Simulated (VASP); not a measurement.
# ZnS (P3m1) in VASP: electric field gradients with PBE

Aim: the electric field gradients of ZnS with PBE.

All numbers are computed with VASP 6.6.1; they aren't measurements. Logs are shortened: lines on timing, memory, paths and dates and some standing lists are left out, and cuts for length are marked.

## (1) The cell of the first run

It takes space group P3m1 (No. 156, trigonal). Conventional cell: a = 3.810 Å, b = 3.810 Å, c = 43.627 Å, α = 90.00°, β = 90.00°, γ = 120.00°. Within 3.1 Å of Zn (site symmetry 3m) lie 4 S at 2.33 to 2.34 Å. Zn (site symmetry 3m) has 4 S at 2.33 Å within 3.1 Å. Zn (site symmetry 3m) has 4 S at 2.34 Å within 3.1 Å. Within 3.1 Å of Zn (site symmetry 3m) lie 4 S at 2.33 to 2.34 Å. Zn (site symmetry 3m) has 4 S at 2.33 Å within 3.1 Å. Zn (site symmetry 3m) has 4 S at 2.33 to 2.34 Å within 3.1 Å. Within 3.1 Å of Zn (site symmetry 3m) lie 4 S at 2.33 Å. Zn (site symmetry 3m) has 4 S at 2.33 Å within 3.1 Å.

## (2) Electric field gradients, PBE

Contents of INCAR:

```
SYSTEM = ZnS
  PREC = Accurate
  ENCUT = 520
  EDIFF = 1E-8
  ISMEAR = -1
  SIGMA = 0.02
  LREAL = Auto
  LASPH = .True.
  NELM = 100
  ALGO = Normal
  ISIF = 2
  LWAVE = .False.
  LCHARG = .False.
  GGA = PE
  LEFG = .True.
  NBANDS = 146
```

Contents of KPOINTS:

```
regular mesh
0
Gamma
  8 8 1
  0 0 0
```

Contents of POSCAR:

```
ZnS
1.0
    3.8095402906      0.0000000000      0.0000000000
   -1.9047701453      3.2991586684      0.0000000000
    0.0000000000      0.0000000000     43.6273260300
Zn S
14 14
Direct
    0.0000000000      0.0000000000      0.1429055400
    0.6666666667      0.3333333333      0.0714636100
    0.0000000000      0.0000000000      0.5714237300
    0.0000000000      0.0000000000      0.7856916800
    0.3333333333      0.6666666667      0.7142483800
    0.3333333333      0.6666666667      0.2856715900
    0.6666666667      0.3333333333      0.2143497500
    0.6666666667      0.3333333333      0.6429458100
    0.3333333333      0.6666666667      0.4285702000
    0.0000000000      0.0000000000      0.9286234100
    0.6666666667      0.3333333333      0.4999091400
    0.0000000000      0.0000000000      0.3571637500
    0.3333333333      0.6666666667      0.0000910200
    0.3333333333      0.6666666667      0.8571883300
    0.3333333333      0.6666666667      0.7677524900
    0.0000000000      0.0000000000      0.9822087700
    0.0000000000      0.0000000000      0.1964826000
    0.6666666667      0.3333333333      0.6964299800
    0.3333333333      0.6666666667      0.9107168300
    0.3333333333      0.6666666667      0.4820633500
    0.0000000000      0.0000000000      0.4107504200
    0.3333333333      0.6666666667      0.3391965300
    0.6666666667      0.3333333333      0.5534313800
    0.0000000000      0.0000000000      0.8392666800
    0.3333333333      0.6666666667      0.0536096200
    0.6666666667      0.3333333333      0.2678348200
    0.0000000000      0.0000000000      0.6250375600
    0.6666666667      0.3333333333      0.1249680500
```

Potentials or basis: VASP PAW PBE potentials, release 64 (Zn, S).

Started as:

```sh
$ cat potpaw_PBE.64/Zn/POTCAR potpaw_PBE.64/S/POTCAR > POTCAR
$ mpirun -np 1 vasp_std > vasp.out
```

OUTCAR:

```text
SYSTEM = ZnS
   PREC = Accurate
   ENCUT = 520
   EDIFF = 1E-8
   ISMEAR = -1
   LREAL = Auto
   LASPH = .True.
   NELM = 100
   ISIF = 2
   GGA = PE

 ion  position               nearest neighbor table
   1  0.000  0.000  0.143-  28 2.33  28 2.33  28 2.33  17 2.34
   2  0.667  0.333  0.071-  25 2.33  25 2.33  25 2.33  28 2.33
   3  0.000  0.000  0.571-  23 2.34  23 2.34  23 2.34  27 2.34
   4  0.000  0.000  0.786-  15 2.33  15 2.33  15 2.33  24 2.34
   5  0.333  0.667  0.714-  18 2.33  18 2.33  18 2.33  15 2.33
   6  0.333  0.667  0.286-  26 2.33  26 2.33  26 2.33  22 2.34
[... 20 lines left out ...]
  27  0.000  0.000  0.625-   8 2.33   8 2.33   8 2.33   3 2.34
  28  0.667  0.333  0.125-   2 2.33   1 2.33   1 2.33   1 2.33

  LATTYP: Found a hexagonal cell.
 ALAT       =     3.8095402906
 C/A-ratio  =    11.4521235378

  Lattice vectors:

 A1 = (   3.8095402906,   0.0000000000,   0.0000000000)
 A2 = (  -1.9047701453,   3.2991586684,   0.0000000000)
 A3 = (   0.0000000000,   0.0000000000,  43.6273260300)

Analysis of symmetry for initial positions (statically):
=====================================================================
 Subroutine PRICEL returns:
 Original cell was already a primitive cell.

 Routine SETGRP: Setting up the symmetry group for a
 hexagonal supercell.

 Subroutine GETGRP returns: Found  6 space group operations
 (whereof  6 operations were pure point group operations)
 out of a pool of 24 trial point group operations.

The static configuration has the point symmetry C_3v.

Analysis of symmetry for dynamics (positions and initial velocities):
=====================================================================
 Subroutine PRICEL returns:
 Original cell was already a primitive cell.

 Routine SETGRP: Setting up the symmetry group for a
 hexagonal supercell.

 Subroutine GETGRP returns: Found  6 space group operations
 (whereof  6 operations were pure point group operations)
 out of a pool of 24 trial point group operations.

The dynamic configuration has the point symmetry C_3v.

 Subroutine INISYM returns: Found  6 space group operations
 (whereof  6 operations are pure point group operations),
 and found     1 'primitive' translations

----------------------------------------------------------------------------------------

                                     Primitive cell

  volume of cell :     548.3204

  direct lattice vectors                    reciprocal lattice vectors
     3.809540291  0.000000000  0.000000000     0.262498864  0.151553790  0.000000000
    -1.904770145  3.299158668  0.000000000     0.000000000  0.303107580  0.000000000
     0.000000000  0.000000000 43.627326030     0.000000000  0.000000000  0.022921414

  length of vectors
     3.809540291  3.809540291 43.627326030     0.303107580  0.303107580  0.022921414

  position of ions in fractional coordinates (direct lattice)
     0.000000000  0.000000000  0.142905540
     0.666666667  0.333333333  0.071463610
     0.000000000  0.000000000  0.571423730
     0.000000000  0.000000000  0.785691680
     0.333333333  0.666666667  0.714248380
     0.333333333  0.666666667  0.285671590
[... 20 lines left out ...]
     0.000000000  0.000000000  0.625037560
     0.666666667  0.333333333  0.124968050

  ion indices of the primitive-cell ions
   primitive index   ion index
                 1           1
                 2           2
                 3           3
                 4           4
                 5           5
                 6           6
[... 20 lines left out ...]
                27          27
                28          28

----------------------------------------------------------------------------------------

 KPOINTS: regular mesh

Automatic generation of k-mesh.
 Grid dimensions read from file:
 generate k-points for:    8    8    1

 Generating k-lattice:

  Cartesian coordinates                     Fractional coordinates (reciprocal lattice)
[... 29 lines left out ...]
   total plane-waves  NPLWV = 254016
   dimension x,y,z NGX =    28 NGY =   28 NGZ =  324
   dimension x,y,z NGXF=    56 NGYF=   56 NGZF=  648
   ions per type =              14  14
   NGX,Y,Z   is equivalent  to a cutoff of  12.22, 12.22, 12.35 a.u.
   NGXF,Y,Z  is equivalent  to a cutoff of  24.44, 24.44, 24.69 a.u.
 SYSTEM =  ZnS
   PREC   = accura    normal or accurate (medium, high low for compatibility)
   ISTART =      0    job   : 0-new  1-cont  2-samecut
   ICHARG =      2    charge: 1-file 2-atom 10-const
   ISPIN  =      1    spin polarized calculation?
   LNONCOLLINEAR =      F non collinear calculations
   LSORBIT =      F    spin-orbit coupling
   LASPH  =      T    aspherical Exc in radial PAW
   ENCUT  =  520.0 eV  38.22 Ry    6.18 a.u.   7.08  7.08 81.12*2*pi/ulx,y,z
   NELM   =    100;   NELMIN=  2; NELMDL= -5     # of ELM steps
   EDIFF  = 0.1E-07   stopping-criterion for ELM
   LREAL  =      T    real-space projection
   EDIFFG = 0.1E-06   stopping-criterion for IOM
   NSW    =      0    number of steps for IOM
   IBRION =     -1    ionic relax: 0-MD 1-quasi-New 2-CG
   NFREE  =      0    steps in history (QN), initial steepest desc. (CG)
   ISIF   =      2    stress and relaxation
   ISYM   =      2    0-nonsym 1-usesym 2-fastsym
   POTIM  = 0.5000    time-step for ionic-motion
   TEBEG  =    0.0;   TEEND  =   0.0 temperature during run
   PSTRESS=    0.0 pullay stress
   NELECT =     252.0000    total number of electrons
   NUPDOWN=      -1.0000    fix difference up-down
   EMIN   =  10.00;   EMAX   =-10.00  energy-range for DOS
   EFERMI =   0.00;   METHOD = LEGACY
   ISMEAR =    -1;   SIGMA  =   0.02  broadening in eV -4-tet -1-fermi 0-gaus
   EFERMI_NEDOS =   21; number of points for ismear=-14 and -15
   IALGO  =     38    algorithm
   IMIX   =      4    mixing-type and parameters
     AMIX     =   0.40;   BMIX     =  1.00
     AMIX_MAG =   1.60;   BMIX_MAG =  1.00
  volume/ion in A,a.u.               =      19.58       132.15
  Fermi-wavevector in a.u.,A,eV,Ry     =   1.263369  2.387421 21.716276  1.596101
  Thomas-Fermi vector in A             =   2.396729
   LORBIT       =      0    0 simple, 1 ext, 2 COOP (PROOUT), +10 PAW based schemes
   GGA     = PE    functional components
   LHFCALC =     F    Hartree Fock is set to
   AEXX    =    0.0000 exact exchange contribution
   IVDW    =     0    specifies the selected vdW correction
   LEPSILON=     F    determine dielectric tensor
   LRPA    =     F    only Hartree local field effects (RPA)
 non-spin polarized calculation
  energy-cutoff  :      520.00
  volume of cell :      548.32
 maximum number of plane-waves:     14829
   NGX = 15   NGY = 15   NGZ =163

 number of electron     252.0000013 magnetization

 Free energy of the ion-electron system (eV)
  ---------------------------------------------------
  ext. energy  EPLUGINS =         0.00000000
  ---------------------------------------------------
  free energy    TOTEN  =       -95.78305573 eV

  energy without entropy =      -95.78305573  energy(sigma->0) =      -95.78305573

 E-fermi :   2.6544     XC(G=0):  -9.6619

 val. band max:        2.1836437217   @ k =   0.0000   0.0000   0.0000
 cond. band min:       4.3592912643   @ k =   0.0000   0.0000   0.0000
 fundamental gap:      2.1756475426
 Fermi energy:         2.6543870156

 k-point     1 :       0.0000    0.0000    0.0000
  band No.  band energies     occupation
      1     -11.0203      2.00000
      2     -10.9834      2.00000
      3     -10.9772      2.00000
      4     -10.8671      2.00000
      5     -10.8654      2.00000
      6     -10.6935      2.00000
[... 1399 lines left out ...]
    137       7.2856      0.00000
    138       7.4319      0.00000
 [bands above 138 left out]

------------------------ aborting loop because EDIFF is reached ----------------------------------------

  FORCE on cell =-STRESS in cart. coord.  units (eV):
  Direction    XX          YY          ZZ          XY          YZ          ZX
  --------------------------------------------------------------------------------------
  -------------------------------------------------------------------------------------
  Total        7.9865250      7.9865250      8.0704604     -0.0000000      0.0000000      0.0000000
  in kB       23.3364112     23.3364112     23.5816681     -0.0000000      0.0000000      0.0000000
  external PRESSURE =      23.4181635 kB  Pullay stress =       0.0000000 kB

 VOLUME and BASIS-vectors are now :
 -----------------------------------------------------------------------------
  energy-cutoff  :      520.00
  volume of cell :      548.32
      direct lattice vectors                 reciprocal lattice vectors
     3.809540291  0.000000000  0.000000000     0.262498864  0.151553790  0.000000000
    -1.904770145  3.299158668  0.000000000     0.000000000  0.303107580  0.000000000
     0.000000000  0.000000000 43.627326030     0.000000000  0.000000000  0.022921414

 POSITION                                       TOTAL-FORCE (eV/Angst)
 -----------------------------------------------------------------------------------
      0.00000      0.00000      6.23459         0.000000     -0.000000     -0.001122
      1.90477      1.09972      3.11777        -0.000000      0.000000     -0.003222
      0.00000      0.00000     24.92969        -0.000000     -0.000000     -0.005242
      0.00000      0.00000     34.27763         0.000000     -0.000000     -0.004259
     -0.00000      2.19944     31.16075        -0.000000      0.000000      0.006884
     -0.00000      2.19944     12.46309        -0.000000      0.000000      0.005861
[... 20 lines left out ...]
      0.00000      0.00000     27.26872         0.000000     -0.000000      0.003517
      1.90477      1.09972      5.45202        -0.000000     -0.000000     -0.006629
 -----------------------------------------------------------------------------------
    total drift:                               -0.000010     -0.000006     -0.003439

  FREE ENERGIE OF THE ION-ELECTRON SYSTEM (eV)
  ---------------------------------------------------
  free  energy   TOTEN  =       -95.7830557317 eV

  energy  without entropy=      -95.7830557317  energy(sigma->0) =      -95.78305573

 Electric field gradients (V/A^2)
---------------------------------------------------------------------
 ion       V_xx      V_yy      V_zz      V_xy      V_xz      V_yz
---------------------------------------------------------------------
   1       0.296     0.297    -0.593     0.001    -0.000     0.000
   2      -0.241    -0.234     0.475     0.005     0.000    -0.000
   3       0.232     0.233    -0.465     0.001     0.000    -0.000
   4       0.219     0.220    -0.439     0.001    -0.000     0.000
   5      -0.285    -0.278     0.563     0.006     0.000    -0.000
   6      -0.346    -0.340     0.686     0.006    -0.000     0.000
[... 20 lines left out ...]
  27      -1.085    -1.085     2.170     0.000    -0.000     0.000
  28      -0.491    -0.491     0.982    -0.000     0.000    -0.000
---------------------------------------------------------------------

 Electric field gradients after diagonalization (V/A^2)
 (convention: |V_zz| > |V_xx| > |V_yy|)
----------------------------------------------------------------------
 ion       V_xx      V_yy      V_zz     asymmetry (V_yy - V_xx)/ V_zz
----------------------------------------------------------------------
   1       0.298     0.295    -0.593       0.005
   2      -0.244    -0.231     0.475       0.027
   3       0.234     0.231    -0.465       0.005
   4       0.221     0.218    -0.439       0.005
   5      -0.288    -0.275     0.563       0.023
   6      -0.349    -0.336     0.686       0.019
[... 20 lines left out ...]
  27      -1.085    -1.084     2.170       0.000
  28      -0.492    -0.491     0.982       0.001
----------------------------------------------------------------------

           NMR quadrupolar parameters

 Cq : quadrupolar parameter    Cq=e*Q*V_zz/h
 eta: asymmetry parameters     (V_yy - V_xx)/ V_zz
 Q  : nuclear electric quadrupole moment in mb (millibarn)
----------------------------------------------------------------------
 ion       Cq(MHz)       eta       Q (mb)
----------------------------------------------------------------------
   1      -0.001       0.005       1.000
   2       0.001       0.027       1.000
   3      -0.001       0.005       1.000
   4      -0.001       0.005       1.000
   5       0.001       0.023       1.000
   6       0.002       0.019       1.000
[... 20 lines left out ...]
  27       0.005       0.000       1.000
  28       0.002       0.001       1.000
----------------------------------------------------------------------
```

Wall time 1.6 h (1 thread of AMD EPYC 7R13 (Zen 3), shared host); peak memory 0.82 GiB.

Results:

| Property | Result |
| --- | --- |
| Free energy | -95.7831 eV |
| Pressure | 2.3 GPa |
| Largest force | 0.016 eV/Å |
| Band gap on the k mesh | 2.18 eV, direct |

Forces in eV/Å, atoms in the order of the input:
```
Zn   0.000  0.000 -0.001
Zn   0.000  0.000 -0.003
Zn   0.000  0.000 -0.005
Zn   0.000  0.000 -0.004
Zn   0.000  0.000  0.007
Zn   0.000  0.000  0.006
Zn   0.000  0.000  0.002
Zn   0.000  0.000 -0.006
Zn   0.000  0.000  0.013
Zn   0.000  0.000  0.016
Zn   0.000  0.000  0.005
Zn   0.000  0.000 -0.005
Zn   0.000  0.000  0.006
Zn   0.000  0.000 -0.003
S    0.000  0.000 -0.003
S    0.000  0.000  0.004
S    0.000  0.000  0.005
S    0.000  0.000 -0.007
S    0.000  0.000 -0.002
S    0.000  0.000  0.003
S    0.000  0.000 -0.011
S    0.000  0.000 -0.005
S    0.000  0.000 -0.001
S    0.000  0.000 -0.005
S    0.000  0.000 -0.006
S    0.000  0.000  0.003
S    0.000  0.000  0.004
S    0.000  0.000 -0.007
```

Levels at points of the mesh, in eV from the valence-band top:
```tsv
k point	band 124	band 125	band 126	band 127	band 128	band 129
(0.00, 0.00, 0.00)	-0.03	0.00	0.00	2.18	2.54	2.57
(0.50, 0.00, 0.00)	-0.97	-0.96	-0.88	3.34	3.35	3.50
```

Electric field gradients, principal values (V/Å²):
```csv
atom,least,middle,greatest (by size)
1 Zn,0.295,0.298,-0.593
2 Zn,-0.231,-0.244,0.475
3 Zn,0.231,0.234,-0.465
4 Zn,0.218,0.221,-0.439
5 Zn,-0.275,-0.288,0.563
6 Zn,-0.336,-0.349,0.686
7 Zn,-0.330,-0.343,0.672
8 Zn,-0.260,-0.273,0.534
9 Zn,-0.432,-0.445,0.877
10 Zn,-0.027,-0.030,0.057
11 Zn,-0.321,-0.334,0.656
12 Zn,0.324,0.327,-0.651
13 Zn,-0.404,-0.417,0.821
14 Zn,0.075,0.087,-0.162
15 S,-0.452,-0.453,0.905
16 S,-1.003,-1.004,2.006
17 S,-0.928,-0.929,1.856
18 S,-0.119,-0.120,0.239
19 S,-1.204,-1.205,2.410
20 S,-0.147,-0.148,0.295
21 S,-0.868,-0.869,1.737
22 S,-0.576,-0.577,1.153
23 S,-0.638,-0.638,1.276
24 S,-1.205,-1.206,2.412
25 S,-0.208,-0.209,0.417
26 S,-0.143,-0.144,0.287
27 S,-1.084,-1.085,2.170
28 S,-0.491,-0.492,0.982
```

Caveat: without QUAD_EFG the Cq values of the log hold for a quadrupole moment of 1 mb, not for the nuclei.
